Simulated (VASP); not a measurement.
# Pb (Fm-3m) in VASP: a series of runs

Runs on Pb. Level: PBE. Tasks: single point.

Everything below comes from runs of VASP 6.6.1. Logs are shortened: lines on timing, memory, paths and dates and some standing lists are left out, and cuts for length are marked.

## Step 1: The cell of the first run

The structure is cubic, space group Fm-3m (No. 225). The conventional cell has a = 4.940 Å, b = 4.940 Å, c = 4.940 Å, α = 90.00°, β = 90.00°, γ = 90.00°. Pb (site symmetry m-3m) has 12 Pb at 3.49 Å within 4.6 Å.

## Step 2: Single point, PBE

Input file INCAR:

```
ALGO = Normal ; EDIFF = 1E-6
ENCUT = 520 ; GGA = PE
ISIF = 2 ; ISMEAR = 1
LASPH = T ; LCHARG = F
LREAL = F ; LWAVE = F
NBANDS = 13 ; NELM = 80
PREC = Accurate ; SIGMA = 0.025
```

Input file KPOINTS:

```
k-points
0
Gamma
  13 13 13
```

Input file POSCAR:

```
Pb
1.0
    0.0000000000      2.4698000000      2.4698000000
    2.4698000000      0.0000000000      2.4698000000
    2.4698000000      2.4698000000      0.0000000000
Pb
1
Direct
    0.0000000000      0.0000000000      0.0000000000
```

Potentials or basis: VASP PAW PBE potentials, release 64 (Pb_d).

The run is started by

```bash
$ cat potpaw_PBE.64/Pb_d/POTCAR > POTCAR
$ mpirun -np 1 vasp_std > vasp.out
```

OUTCAR:

```text
EDIFF = 1E-6
   ENCUT = 520
   GGA = PE
   ISIF = 2
   ISMEAR = 1
   LASPH = T
   LREAL = F
   NELM = 80
   PREC = Accurate

 ion  position               nearest neighbor table
   1  0.000  0.000  0.000-

  LATTYP: Found a face centered cubic cell.
 ALAT       =     4.9396000000

  Lattice vectors:

 A1 = (   0.0000000000,   2.4698000000,   2.4698000000)
 A2 = (   2.4698000000,   0.0000000000,   2.4698000000)
 A3 = (   2.4698000000,   2.4698000000,   0.0000000000)

Analysis of symmetry for initial positions (statically):
=====================================================================
 Subroutine PRICEL returns:
 Original cell was already a primitive cell.

 Routine SETGRP: Setting up the symmetry group for a
 face centered cubic supercell.

 Subroutine GETGRP returns: Found 48 space group operations
 (whereof 48 operations were pure point group operations)
 out of a pool of 48 trial point group operations.

The static configuration has the point symmetry O_h .

Analysis of symmetry for dynamics (positions and initial velocities):
=====================================================================
 Subroutine PRICEL returns:
 Original cell was already a primitive cell.

 Routine SETGRP: Setting up the symmetry group for a
 face centered cubic supercell.

 Subroutine GETGRP returns: Found 48 space group operations
 (whereof 48 operations were pure point group operations)
 out of a pool of 48 trial point group operations.

The dynamic configuration has the point symmetry O_h .

 Subroutine INISYM returns: Found 48 space group operations
 (whereof 48 operations are pure point group operations),
 and found     1 'primitive' translations

----------------------------------------------------------------------------------------

                                     Primitive cell

  volume of cell :      30.1311

  direct lattice vectors                    reciprocal lattice vectors
     0.000000000  2.469800000  2.469800000    -0.202445542  0.202445542  0.202445542
     2.469800000  0.000000000  2.469800000     0.202445542 -0.202445542  0.202445542
     2.469800000  2.469800000  0.000000000     0.202445542  0.202445542 -0.202445542

  length of vectors
     3.492824656  3.492824656  3.492824656     0.350645965  0.350645965  0.350645965

  position of ions in fractional coordinates (direct lattice)
     0.000000000  0.000000000  0.000000000

  ion indices of the primitive-cell ions
   primitive index   ion index
                 1           1

----------------------------------------------------------------------------------------

 KPOINTS: k-points

Automatic generation of k-mesh.
 Grid dimensions read from file:
 generate k-points for:   13   13   13

 Generating k-lattice:

  Cartesian coordinates                     Fractional coordinates (reciprocal lattice)
    -0.015572734  0.015572734  0.015572734     0.076923077  0.000000000  0.000000000
     0.015572734 -0.015572734  0.015572734     0.000000000  0.076923077  0.000000000
     0.015572734  0.015572734 -0.015572734     0.000000000  0.000000000  0.076923077

  Length of vectors
     0.026972767  0.026972767  0.026972767

  Shift w.r.t. Gamma in fractional coordinates (k-lattice)
     0.000000000  0.000000000  0.000000000

 Subroutine IBZKPT returns following result:
 ===========================================

 Found     84 irreducible k-points:

 Following reciprocal coordinates:
            Coordinates               Weight
  0.000000  0.000000  0.000000      1.000000
  0.076923  0.000000  0.000000      8.000000
  0.153846  0.000000  0.000000      8.000000
  0.230769  0.000000  0.000000      8.000000
  0.307692  0.000000  0.000000      8.000000
  0.384615  0.000000  0.000000      8.000000
[... 16 lines left out ...]
  0.384615  0.153846  0.000000     24.000000
  0.461538  0.153846  0.000000     24.000000
 [... further k-points ...]
   k-points           NKPTS =     84   k-points in BZ     NKDIM =     84   number of bands    NBANDS=     13
   number of dos      NEDOS =    301   number of ions     NIONS =      1
   total plane-waves  NPLWV =  21952
   dimension x,y,z NGX =    28 NGY =   28 NGZ =   28
   dimension x,y,z NGXF=    56 NGYF=   56 NGZF=   56
   ions per type =               1
   NGX,Y,Z   is equivalent  to a cutoff of  13.33, 13.33, 13.33 a.u.
   NGXF,Y,Z  is equivalent  to a cutoff of  26.65, 26.65, 26.65 a.u.
 SYSTEM =  unknown system
   PREC   = accura    normal or accurate (medium, high low for compatibility)
   ISTART =      0    job   : 0-new  1-cont  2-samecut
   ICHARG =      2    charge: 1-file 2-atom 10-const
   ISPIN  =      1    spin polarized calculation?
   LNONCOLLINEAR =      F non collinear calculations
   LSORBIT =      F    spin-orbit coupling
   LASPH  =      T    aspherical Exc in radial PAW
   ENCUT  =  520.0 eV  38.22 Ry    6.18 a.u.   6.49  6.49  6.49*2*pi/ulx,y,z
   NELM   =     80;   NELMIN=  2; NELMDL= -5     # of ELM steps
   EDIFF  = 0.1E-05   stopping-criterion for ELM
   LREAL  =      F    real-space projection
   EDIFFG = 0.1E-04   stopping-criterion for IOM
   NSW    =      0    number of steps for IOM
   IBRION =     -1    ionic relax: 0-MD 1-quasi-New 2-CG
   NFREE  =      0    steps in history (QN), initial steepest desc. (CG)
   ISIF   =      2    stress and relaxation
   ISYM   =      2    0-nonsym 1-usesym 2-fastsym
   POTIM  = 0.5000    time-step for ionic-motion
   TEBEG  =    0.0;   TEEND  =   0.0 temperature during run
   PSTRESS=    0.0 pullay stress
   NELECT =      14.0000    total number of electrons
   NUPDOWN=      -1.0000    fix difference up-down
   EMIN   =  10.00;   EMAX   =-10.00  energy-range for DOS
   EFERMI =   0.00;   METHOD = LEGACY
   ISMEAR =     1;   SIGMA  =   0.03  broadening in eV -4-tet -1-fermi 0-gaus
   EFERMI_NEDOS =   21; number of points for ismear=-14 and -15
   IALGO  =     38    algorithm
   IMIX   =      4    mixing-type and parameters
     AMIX     =   0.40;   BMIX     =  1.00
     AMIX_MAG =   1.60;   BMIX_MAG =  1.00
  volume/ion in A,a.u.               =      30.13       203.33
  Fermi-wavevector in a.u.,A,eV,Ry     =   1.267980  2.396135 21.875082  1.607773
  Thomas-Fermi vector in A             =   2.401099
   LORBIT       =      0    0 simple, 1 ext, 2 COOP (PROOUT), +10 PAW based schemes
   GGA     = PE    functional components
   LHFCALC =     F    Hartree Fock is set to
   AEXX    =    0.0000 exact exchange contribution
   IVDW    =     0    specifies the selected vdW correction
   LEPSILON=     F    determine dielectric tensor
   LRPA    =     F    only Hartree local field effects (RPA)
 non-spin polarized calculation
 Methfessel and Paxton  Order N= 1 SIGMA  =   0.03
  energy-cutoff  :      520.00
  volume of cell :       30.13
 maximum number of plane-waves:       869
 NGX is ok and might be reduce to    28
   NGX = 13   NGY = 13   NGZ = 13

 number of electron      13.9999999 magnetization

 Free energy of the ion-electron system (eV)
  ---------------------------------------------------
  ext. energy  EPLUGINS =         0.00000000
  ---------------------------------------------------
  free energy    TOTEN  =        -3.54674312 eV

  energy without entropy =       -3.54676217  energy(sigma->0) =       -3.54674947

 E-fermi :   7.4660     XC(G=0): -10.2153

 val. band max:        7.4077154756   @ k =  -0.2308   0.1538   0.0000
 cond. band min:       7.4850564953   @ k =   0.3846   0.2308   0.0769
 fundamental gap:      0.0773410197
 Fermi energy:         7.4659975102

 k-point     1 :       0.0000    0.0000    0.0000
  band No.  band energies     occupation
      1      -9.7244      2.00000
      2      -9.7244      2.00000
      3      -9.7244      2.00000
      4      -9.5822      2.00000
      5      -9.5822      2.00000
      6      -4.4443      2.00000
      7      14.8217      0.00000
      8      14.8217      0.00000
      9      14.8217      0.00000
     10      17.1198      0.00000
     11      18.7754      0.00000
     12      19.8843      0.00000
     13      19.8843      0.00000

 k-point     2 :       0.0769    0.0000    0.0000
  band No.  band energies     occupation
      1      -9.7245      2.00000
      2      -9.7157      2.00000
      3      -9.7156      2.00000
      4      -9.5827      2.00000
      5      -9.5827      2.00000
      6      -4.3296      2.00000
      7      13.4652      0.00000
      8      14.6780      0.00000
      9      14.6780      0.00000
     10      16.8739      0.00000
     11      19.3548      0.00000
     12      20.1400      0.00000
     13      20.1400      0.00000

 k-point     3 :       0.1538    0.0000    0.0000
  band No.  band energies     occupation
      1      -9.7263      2.00000
      2      -9.6970      2.00000
      3      -9.6970      2.00000
      4      -9.5786      2.00000
      5      -9.5786      2.00000
      6      -3.9851      2.00000
      7      11.0876      0.00000
      8      14.3211      0.00000
      9      14.3211      0.00000
     10      16.5862      0.00000
     11      20.0975      0.00000
     12      20.5118      0.00000
     13      20.6215      0.00000
[... 305 lines left out ...]
 k-point    23 :       0.3846    0.1538    0.0000
  band No.  band energies     occupation
      1      -9.7651      2.00000
      2      -9.6832      2.00000
      3      -9.6392      2.00000
      4      -9.5530      2.00000
      5      -9.4624      2.00000
      6      -1.9524      2.00000
      7       6.1179      2.00000
      8      11.2794      0.00000
      9      11.6960      0.00000
     10      15.1681      0.00000
     11      18.9411      0.00000
     12      20.7004      0.00000
     13      21.1512      0.00000

 k-point    24 :       0.4615    0.1538    0.0000
  band No.  band energies     occupation
      1      -9.7588      2.00000
      2      -9.6893      2.00000
      3      -9.6508      2.00000
      4      -9.5232      2.00000
      5      -9.4422      2.00000
      6      -1.0613      2.00000
      7       4.4765      2.00000
      8      10.6187      0.00000
      9      11.7296      0.00000
     10      15.0517      0.00000
     11      19.6110      0.00000
     12      20.5315      0.00000
     13      21.1393      0.00000

 [... further k-points ...]

------------------------ aborting loop because EDIFF is reached ----------------------------------------

  FORCE on cell =-STRESS in cart. coord.  units (eV):
  Direction    XX          YY          ZZ          XY          YZ          ZX
  --------------------------------------------------------------------------------------
  -------------------------------------------------------------------------------------
  Total        0.4946745      0.4946745      0.4946745      0.0000000      0.0000000      0.0000000
  in kB       26.3035712     26.3035712     26.3035712      0.0000000      0.0000000      0.0000000
  external PRESSURE =      26.3035712 kB  Pullay stress =       0.0000000 kB

 VOLUME and BASIS-vectors are now :
 -----------------------------------------------------------------------------
  energy-cutoff  :      520.00
  volume of cell :       30.13
      direct lattice vectors                 reciprocal lattice vectors
     0.000000000  2.469800000  2.469800000    -0.202445542  0.202445542  0.202445542
     2.469800000  0.000000000  2.469800000     0.202445542 -0.202445542  0.202445542
     2.469800000  2.469800000  0.000000000     0.202445542  0.202445542 -0.202445542

 POSITION                                       TOTAL-FORCE (eV/Angst)
 -----------------------------------------------------------------------------------
      0.00000      0.00000      0.00000         0.000000      0.000000     -0.000000
 -----------------------------------------------------------------------------------
    total drift:                               -0.000000     -0.000000     -0.000000

  FREE ENERGIE OF THE ION-ELECTRON SYSTEM (eV)
  ---------------------------------------------------
  free  energy   TOTEN  =        -3.5467431219 eV

  energy  without entropy=       -3.5467621677  energy(sigma->0) =       -3.54674947
```

Run time: 12 s. Hardware: 1 thread of Intel Xeon 6975P-C (Granite Rapids), shared host; peak memory 0.17 GiB.

Results:

```yaml
Free_energy: -3.5467 eV
Pressure: 2.6 GPa
Band_gap_on_the_k_mesh: zero (bands 7 and 8 overlap by 9.15 eV)
```

Caveat: spin-orbit coupling is left out, which moves the levels of the heavy elements.

## Step 3: Single point, PBE, non-collinear spin, zero start, spin-orbit coupling

Input file INCAR:

```
SYSTEM = Pb
PREC = Accurate ; ENCUT = 520
EDIFF = 1E-6 ; ISMEAR = -1
SIGMA = 0.08 ; LREAL = .FALSE.
LASPH = .TRUE. ; NELM = 150
ALGO = Normal ; ISIF = 2
LWAVE = .FALSE. ; LCHARG = .FALSE.
MAGMOM = 0 0 0 ; LORBIT = 11
LSORBIT = .TRUE. ; GGA_COMPAT = .FALSE.
LORBMOM = .TRUE. ; GGA = PE
NBANDS = 25
```

Input file KPOINTS:

```
Automatic mesh
0
G
  13 13 13
  0 0 0
```

POSCAR is that of step 2.

Potentials or basis: VASP PAW PBE potentials, release 64 (Pb_d).

The run is started by

```bash
$ cat potpaw_PBE.64/Pb_d/POTCAR > POTCAR
$ mpirun -np 1 vasp_ncl > vasp.out
```

It took 57 s on 1 thread of Intel Xeon 6975P-C (Granite Rapids), shared host; peak memory 0.3 GiB.

It converged, with:

* Free energy: -4.0916 eV
* Pressure: 2.9 GPa
* Net moment: 0.00 μB per cell
* Valence electrons inside the program's atomic spheres: Pb 11.97

Moments on the atoms (μB; x, y, z):
```
Pb  0.00 0.00 0.00
```
